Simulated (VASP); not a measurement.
# Al (Im-3m) in VASP: notebook

Al is run at these levels: PBE, revPBE; tasks: single point, relaxation of cell and atoms.

All numbers are computed with VASP 6.6.1; they aren't measurements. Logs are shortened: lines on timing, memory, paths and dates and some standing lists are left out, and cuts for length are marked.

### Step 1. The cell of the first run

Symmetry: Im-3m, No. 229, cubic system. The conventional cell has a = 3.182 Å, b = 3.182 Å, c = 3.182 Å, α = 90.00°, β = 90.00°, γ = 90.00°. Within 3.6 Å of Al (site symmetry m-3m) lie 14 Al at 2.76 to 3.18 Å.

### Step 2. Single point, PBE, collinear spin, zero start

File INCAR:

```
PREC     = Accurate       # precision mode
ENCUT    = 500            # plane-wave cutoff, eV
EDIFF    = 1E-6           # SCF threshold, eV
ISMEAR   = 0              # smearing method
SIGMA    = 0.1            # smearing width, eV
LREAL    = F              # projectors in reciprocal space
LASPH    = T              # aspherical terms in the spheres
NELM     = 200            # most SCF steps
ALGO     = Normal         # electronic algorithm
ISIF     = 2              # what is computed and relaxed
LWAVE    = F              # write WAVECAR
LCHARG   = T              # write CHGCAR
ISPIN    = 2              # spin polarisation
MAGMOM   = 0              # initial moments
LORBIT   = 11             # projections on sites
GGA      = PE             # functional
LELF     = T              # ELF
LVHAR    = T            
NBANDS   = 12             # bands
GGA_COMPAT= F
```

File KPOINTS:

```
regular mesh
0
Gamma
  10 10 10
```

File POSCAR:

```
Al
1.0
   -1.5912186900      1.5912186900      1.5912186900
    1.5912186900     -1.5912186900      1.5912186900
    1.5912186900      1.5912186900     -1.5912186900
Al
1
Direct
    0.0000000000      0.0000000000      0.0000000000
```

Potentials or basis: VASP PAW PBE potentials, release 64 (Al).

On the command line:

```console
$ cat potpaw_PBE.64/Al/POTCAR > POTCAR
$ mpirun -np 1 vasp_std > vasp.out
```

OUTCAR:

```text
PREC = Accurate
   ENCUT = 500
   EDIFF = 1E-6
   ISMEAR = 0
   LREAL = F
   LASPH = T
   NELM = 200
   ISIF = 2
   ISPIN = 2
   LORBIT = 11
   GGA = PE

 ion  position               nearest neighbor table
   1  0.000  0.000  0.000-

  LATTYP: Found a body centered cubic cell.
 ALAT       =     3.1824373800

  Lattice vectors:

 A1 = (  -1.5912186900,   1.5912186900,   1.5912186900)
 A2 = (   1.5912186900,  -1.5912186900,   1.5912186900)
 A3 = (   1.5912186900,   1.5912186900,  -1.5912186900)

Analysis of symmetry for initial positions (statically):
=====================================================================
 Subroutine PRICEL returns:
 Original cell was already a primitive cell.

 Routine SETGRP: Setting up the symmetry group for a
 body centered cubic supercell.

 Subroutine GETGRP returns: Found 48 space group operations
 (whereof 48 operations were pure point group operations)
 out of a pool of 48 trial point group operations.

The static configuration has the point symmetry O_h .

Analysis of symmetry for dynamics (positions and initial velocities):
=====================================================================
 Subroutine PRICEL returns:
 Original cell was already a primitive cell.

 Routine SETGRP: Setting up the symmetry group for a
 body centered cubic supercell.

 Subroutine GETGRP returns: Found 48 space group operations
 (whereof 48 operations were pure point group operations)
 out of a pool of 48 trial point group operations.

The dynamic configuration has the point symmetry O_h .

Analysis of structural, dynamic, and magnetic symmetry:
=====================================================================
 Subroutine PRICEL returns:
 Original cell was already a primitive cell.

 Routine SETGRP: Setting up the symmetry group for a
 body centered cubic supercell.

 Subroutine GETGRP returns: Found 48 space group operations
 (whereof 48 operations were pure point group operations)
 out of a pool of 48 trial point group operations.

The overall configuration has the point symmetry O_h .

 Subroutine INISYM returns: Found 48 space group operations
 (whereof 48 operations are pure point group operations),
 and found     1 'primitive' translations

----------------------------------------------------------------------------------------

                                     Primitive cell

  volume of cell :      16.1157

  direct lattice vectors                    reciprocal lattice vectors
    -1.591218690  1.591218690  1.591218690     0.000000000  0.314224565  0.314224565
     1.591218690 -1.591218690  1.591218690     0.314224565  0.000000000  0.314224565
     1.591218690  1.591218690 -1.591218690     0.314224565  0.314224565  0.000000000

  length of vectors
     2.756071617  2.756071617  2.756071617     0.444380641  0.444380641  0.444380641

  position of ions in fractional coordinates (direct lattice)
     0.000000000  0.000000000  0.000000000

  ion indices of the primitive-cell ions
   primitive index   ion index
                 1           1

----------------------------------------------------------------------------------------

 KPOINTS: regular mesh

Automatic generation of k-mesh.
 Grid dimensions read from file:
 generate k-points for:   10   10   10

 Generating k-lattice:

  Cartesian coordinates                     Fractional coordinates (reciprocal lattice)
     0.000000000  0.031422456  0.031422456     0.100000000  0.000000000  0.000000000
     0.031422456  0.000000000  0.031422456     0.000000000  0.100000000  0.000000000
     0.031422456  0.031422456  0.000000000     0.000000000  0.000000000  0.100000000

  Length of vectors
     0.044438064  0.044438064  0.044438064

  Shift w.r.t. Gamma in fractional coordinates (k-lattice)
     0.000000000  0.000000000  0.000000000

 Subroutine IBZKPT returns following result:
 ===========================================

 Found     47 irreducible k-points:

 Following reciprocal coordinates:
            Coordinates               Weight
  0.000000  0.000000  0.000000      1.000000
  0.100000  0.000000  0.000000     12.000000
  0.200000  0.000000  0.000000     12.000000
  0.300000  0.000000  0.000000     12.000000
  0.400000  0.000000  0.000000     12.000000
  0.500000  0.000000  0.000000      6.000000
[... 16 lines left out ...]
  0.300000  0.300000  0.100000      8.000000
 -0.300000  0.300000  0.100000     24.000000
 [... further k-points ...]
   k-points           NKPTS =     47   k-points in BZ     NKDIM =     47   number of bands    NBANDS=     12
   number of dos      NEDOS =    301   number of ions     NIONS =      1
   total plane-waves  NPLWV =   8000
   dimension x,y,z NGX =    20 NGY =   20 NGZ =   20
   dimension x,y,z NGXF=    40 NGYF=   40 NGZF=   40
   ions per type =               1
   NGX,Y,Z   is equivalent  to a cutoff of  12.06, 12.06, 12.06 a.u.
   NGXF,Y,Z  is equivalent  to a cutoff of  24.13, 24.13, 24.13 a.u.
 SYSTEM =  unknown system
   PREC   = accura    normal or accurate (medium, high low for compatibility)
   ISTART =      0    job   : 0-new  1-cont  2-samecut
   ICHARG =      2    charge: 1-file 2-atom 10-const
   ISPIN  =      2    spin polarized calculation?
   LNONCOLLINEAR =      F non collinear calculations
   LSORBIT =      F    spin-orbit coupling
   LASPH  =      T    aspherical Exc in radial PAW
   ENCUT  =  500.0 eV  36.75 Ry    6.06 a.u.   5.02  5.02  5.02*2*pi/ulx,y,z
   NELM   =    200;   NELMIN=  2; NELMDL= -5     # of ELM steps
   EDIFF  = 0.1E-05   stopping-criterion for ELM
   LREAL  =      F    real-space projection
   EDIFFG = 0.1E-04   stopping-criterion for IOM
   NSW    =      0    number of steps for IOM
   IBRION =     -1    ionic relax: 0-MD 1-quasi-New 2-CG
   NFREE  =      0    steps in history (QN), initial steepest desc. (CG)
   ISIF   =      2    stress and relaxation
   ISYM   =      2    0-nonsym 1-usesym 2-fastsym
   POTIM  = 0.5000    time-step for ionic-motion
   TEBEG  =    0.0;   TEEND  =   0.0 temperature during run
   PSTRESS=    0.0 pullay stress
   NELECT =       3.0000    total number of electrons
   NUPDOWN=      -1.0000    fix difference up-down
   EMIN   =  10.00;   EMAX   =-10.00  energy-range for DOS
   EFERMI =   0.00;   METHOD = LEGACY
   ISMEAR =     0;   SIGMA  =   0.10  broadening in eV -4-tet -1-fermi 0-gaus
   EFERMI_NEDOS =   21; number of points for ismear=-14 and -15
   IALGO  =     38    algorithm
   IMIX   =      4    mixing-type and parameters
     AMIX     =   0.40;   BMIX     =  1.00
     AMIX_MAG =   1.60;   BMIX_MAG =  1.00
  volume/ion in A,a.u.               =      16.12       108.75
  Fermi-wavevector in a.u.,A,eV,Ry     =   0.934757  1.766435 11.888371  0.873771
  Thomas-Fermi vector in A             =   2.061595
   LORBIT       =     11    0 simple, 1 ext, 2 COOP (PROOUT), +10 PAW based schemes
   GGA     = PE    functional components
   LHFCALC =     F    Hartree Fock is set to
   AEXX    =    0.0000 exact exchange contribution
   IVDW    =     0    specifies the selected vdW correction
   LEPSILON=     F    determine dielectric tensor
   LRPA    =     F    only Hartree local field effects (RPA)
 spin polarized calculation
 Gauss-broadening in eV      SIGMA  =   0.10
  energy-cutoff  :      500.00
  volume of cell :       16.12
 maximum number of plane-waves:       420
   NGX =  9   NGY =  9   NGZ =  9

 number of electron       3.0000000 magnetization       0.0000015

 number of electron       3.0000000 magnetization      -0.0000030

 Free energy of the ion-electron system (eV)
  ---------------------------------------------------
  ext. energy  EPLUGINS =         0.00000000
  ---------------------------------------------------
  free energy    TOTEN  =        -3.65553200 eV

  energy without entropy =       -3.65366795  energy(sigma->0) =       -3.65459997

 E-fermi :   8.2180     XC(G=0): -10.2861

 val. band max:        8.1690297666   @ k =   0.5000   0.5000   0.4000
 cond. band min:       8.2334599194   @ k =  -0.4000   0.4000   0.2000
 fundamental gap:      0.0644301528
 Fermi energy:         8.2180000875

 spin component 1

 k-point     1 :       0.0000    0.0000    0.0000
  band No.  band energies     occupation
      1      -3.0446      1.00000
      2      21.6658      0.00000
      3      21.6658      0.00000
      4      21.6658      0.00000
      5      23.3069      0.00000
      6      23.3069      0.00000
      7      23.3069      0.00000
      8      24.7549      0.00000
      9      24.7549      0.00000
     10      26.9572      0.00000
     11      26.9572      0.00000
     12      26.9572      0.00000
[... 331 lines left out ...]
 k-point    24 :      -0.3000    0.3000    0.1000
  band No.  band energies     occupation
      1      -0.1497      1.00000
      2      10.9376      0.00000
      3      15.2790      0.00000
      4      17.6822      0.00000
      5      20.4138      0.00000
      6      21.3504      0.00000
      7      23.9222      0.00000
      8      29.7959      0.00000
      9      30.7076      0.00000
     10      33.7498      0.00000
     11      37.2970      0.00000
     12      37.7125      0.00000

 [... further k-points ...]

 spin component 2

 k-point     1 :       0.0000    0.0000    0.0000
  band No.  band energies     occupation
      1      -3.0446      1.00000
      2      21.6658      0.00000
      3      21.6658      0.00000
      4      21.6658      0.00000
      5      23.3069      0.00000
      6      23.3069      0.00000
      7      23.3069      0.00000
      8      24.7549      0.00000
      9      24.7549      0.00000
     10      26.9572      0.00000
     11      26.9572      0.00000
     12      26.9572      0.00000
[... 331 lines left out ...]
 k-point    24 :      -0.3000    0.3000    0.1000
  band No.  band energies     occupation
      1      -0.1497      1.00000
      2      10.9376      0.00000
      3      15.2790      0.00000
      4      17.6822      0.00000
      5      20.4138      0.00000
      6      21.3504      0.00000
      7      23.9222      0.00000
      8      29.7959      0.00000
      9      30.7076      0.00000
     10      33.7498      0.00000
     11      37.2970      0.00000
     12      37.7125      0.00000

 [... further k-points ...]
[... 5 lines left out ...]
  --------------------------------------------------------------------------------------
  -------------------------------------------------------------------------------------
  Total        0.4328207      0.4328207      0.4328207      0.0000000     -0.0000000      0.0000000
  in kB       43.0297652     43.0297652     43.0297652      0.0000000     -0.0000000      0.0000000
  external PRESSURE =      43.0297652 kB  Pullay stress =       0.0000000 kB

 VOLUME and BASIS-vectors are now :
 -----------------------------------------------------------------------------
  energy-cutoff  :      500.00
  volume of cell :       16.12
      direct lattice vectors                 reciprocal lattice vectors
    -1.591218690  1.591218690  1.591218690     0.000000000  0.314224565  0.314224565
     1.591218690 -1.591218690  1.591218690     0.314224565  0.000000000  0.314224565
     1.591218690  1.591218690 -1.591218690     0.314224565  0.314224565  0.000000000

 POSITION                                       TOTAL-FORCE (eV/Angst)
 -----------------------------------------------------------------------------------
      0.00000      0.00000      0.00000         0.000000     -0.000000     -0.000000
 -----------------------------------------------------------------------------------
    total drift:                                0.000000     -0.000000      0.000000

  FREE ENERGIE OF THE ION-ELECTRON SYSTEM (eV)
  ---------------------------------------------------
  free  energy   TOTEN  =        -3.6555319991 eV

  energy  without entropy=       -3.6536679482  energy(sigma->0) =       -3.65459997

 total charge

# of ion       s       p       d       tot
------------------------------------------
    1        0.451   0.332   0.000   0.783

 magnetization (x)

# of ion       s       p       d       tot
------------------------------------------
    1        0.000   0.000   0.000   0.000
```

Run time: 17 s. Hardware: 1 thread of AMD EPYC 7R13, shared host; peak memory 0.1 GiB.

Results:

```
Free energy                                           : -3.6555 eV
Pressure                                              : 4.3 GPa
Net moment                                            : 0.00 μB per cell
Valence electrons inside the program's atomic spheres : Al 0.78
```

### Step 3. Single point, PBE

File INCAR:

```
  PREC = Accurate
  ENCUT = 500
  EDIFF = 1E-6
  ISMEAR = 0
  SIGMA = 0.1
  LREAL = F
  LASPH = T
  NELM = 120
  ALGO = Normal
  ISIF = 2
  LWAVE = F
  LCHARG = F
  GGA = PE
  ISYM = 0
  NBANDS = 8
  GGA_COMPAT = F
```

File KPOINTS:

```
regular mesh
0
Gamma
  11 4 5
```

POSCAR is that of step 2.

Potentials or basis: VASP PAW PBE potentials, release 64 (Al).

On the command line:

```console
$ cat potpaw_PBE.64/Al/POTCAR > POTCAR
$ mpirun -np 1 vasp_std > vasp.out
```

It took 14 s on 1 thread of AMD EPYC 7R13, shared host; peak memory 0.09 GiB.

The run converged, but its numbers aren't listed here, since they failed a check.

Caveat: the k points lie up to 0.70 Å⁻¹ apart.

### Step 4. Single point, revPBE

File INCAR:

```
PREC     = Accurate       # precision mode
ENCUT    = 500            # plane-wave cutoff, eV
EDIFF    = 1E-6           # SCF threshold, eV
ISMEAR   = 0              # smearing method
SIGMA    = 0.1            # smearing width, eV
LREAL    = False          # projectors in reciprocal space
LASPH    = True           # aspherical terms in the spheres
NELM     = 120            # most SCF steps
ALGO     = Normal         # electronic algorithm
ISIF     = 2              # what is computed and relaxed
LWAVE    = False          # write WAVECAR
LCHARG   = True           # write CHGCAR
GGA      = RE             # functional
LELF     = True           # ELF
LVHAR    = True         
ISYM     = 0            
NBANDS   = 8              # bands
GGA_COMPAT= False
```

File KPOINTS:

```
Automatic mesh
0
Gamma
  6 6 6
  0.5 0.5 0
```

Changes to POSCAR since step 3:

```diff
@@ -8,2 +8,2 @@
 Direct
-    0.0000000000      0.0000000000      0.0000000000
+    0.0110873518     -0.0095458224     -0.0235927881
```

On the command line:

```console
$ cat potpaw_PBE.64/Al/POTCAR > POTCAR
$ mpirun -np 1 vasp_std > vasp.out
```

Run time: 76 s. Hardware: 1 thread of AMD EPYC 7R13, shared host; peak memory 0.14 GiB.

Results (log left out):

```yaml
Free_energy: -3.4413 eV
Pressure: 5.0 GPa
```

Levels at points of the mesh, in eV from the Fermi level:
| k point | band 1 | band 2 | band 3 | band 4 | band 5 |
| --- | --- | --- | --- | --- | --- |
| (0.08, 0.08, 0.00) | -10.66 | 9.54 | 9.78 | 11.62 | 14.42 |

Caveat: the k points lie up to 0.47 Å⁻¹ apart; the PAW data sets were made with another functional, which shifts forces and pressure a little.

### Step 5. Relaxation of cell and atoms, PBE

This run uses another cell than the first one, of 12.25 Å³/atom, 0.760 times its volume.

File INCAR:

```
PREC = Accurate ; ENCUT = 500
EDIFF = 1E-7 ; ISMEAR = 0
SIGMA = 0.1 ; LREAL = False
LASPH = True ; NELM = 120
ALGO = Normal ; ISIF = 3
LWAVE = False ; LCHARG = False
GGA = PE ; IBRION = 2
NSW = 25 ; EDIFFG = -0.02
GGA_COMPAT = False ; NELMIN = 4
```

File KPOINTS:

```
Automatic mesh
0
Gamma
  10 10 10
```

File POSCAR:

```
Al
1.0
   -1.4521151908      1.4521151908      1.4521151908
    1.4521151908     -1.4521151908      1.4521151908
    1.4521151908      1.4521151908     -1.4521151908
Al
1
Direct
    0.0000000000      0.0000000000      0.0000000000
```

On the command line:

```console
$ cat potpaw_PBE.64/Al/POTCAR > POTCAR
$ mpirun -np 1 vasp_std > vasp.out
```

It took 11 s on 1 thread of AMD EPYC 7R13, shared host; peak memory 0.08 GiB.

Results (log left out):

| Property | Result |
| --- | --- |
| Free energy | -3.6666 eV |
| Relaxed volume | 17.03 Å³/atom |
| Relaxed cell | a = 2.807 Å, b = 2.807 Å, c = 2.807 Å, α = 109.47°, β = 109.47°, γ = 109.47° |
| Space group after relaxing (to 0.05 Å) | Im-3m (No. 229) |
| Energy gained by relaxing | 505.4 meV/atom |
| Ionic steps | 4 |
| Pressure after relaxing | -0.1 GPa |

Step by step:
| step | energy change (eV) | largest force (eV/Å) | pressure (GPa) | volume (Å³) |
| --- | --- | --- | --- | --- |
| 1 | 0.0000 | 0.0000 | 44.22 | 12.25 |
| 2 | -0.4526 | 0.0000 | -6.68 | 19.27 |
| 3 | -0.5053 | 0.0000 | 0.36 | 16.93 |
| 4 | -0.5054 | 0.0000 | -0.08 | 17.03 |

Final structure:
```cif
data_structure
_symmetry_space_group_name_H-M 'P 1'
_symmetry_Int_Tables_number 1
_cell_length_a 2.8072
_cell_length_b 2.8072
_cell_length_c 2.8072
_cell_angle_alpha 109.471
_cell_angle_beta 109.471
_cell_angle_gamma 109.471
_cell_volume 17.03
loop_
_atom_site_label
_atom_site_type_symbol
_atom_site_fract_x
_atom_site_fract_y
_atom_site_fract_z
_atom_site_occupancy
Al1 Al 0.00000 0.00000 0.00000 1
```

Levels at points of the mesh, in eV from the Fermi level:
```csv
k point,band 1,band 2,band 3,band 4
"(0.00, 0.00, 0.00)",-10.89,13.10,13.10,13.10
"(0.50, 0.00, 0.00)",-4.18,-3.81,7.94,8.22
"(0.50, 0.50, 0.50)",1.83,1.83,1.83,3.05
```

Caveat: the volume moved by over 15 % at a fixed basis, so the end points are rough.

### Step 6. Overview

| task | level | spin | cell | k mesh | gap on the mesh (eV) | pressure (GPa) |
| --- | --- | --- | --- | --- | --- | --- |
| single point | PBE | collinear, zero start | a = 2.756 Å, angles 109.5°, 1 atom | 10 × 10 × 10 | none | 4.3 |
| single point | revPBE | off | a = 2.756 Å, angles 109.5°, 1 atom | 6 × 6 × 6, shifted | none | 5.0 |
| relaxation of cell and atoms | PBE | off | relaxed from a = 2.515 Å, angles 109.5°, 1 atom | 10 × 10 × 10 | none | -0.1 |

Alike in all rows: potentials or basis VASP PAW PBE potentials, release 64 (Al); cutoff (eV) 500; smearing gaussian 0.1 eV.

Caveats: some runs use coarse meshes; the PAW data sets were made with another functional, which shifts forces and pressure a little (some runs); the volume moved by over 15 % at a fixed basis, so the end points are rough (some runs).

Total energies depend on the potentials used, so only differences within one code and one set of settings carry meaning.
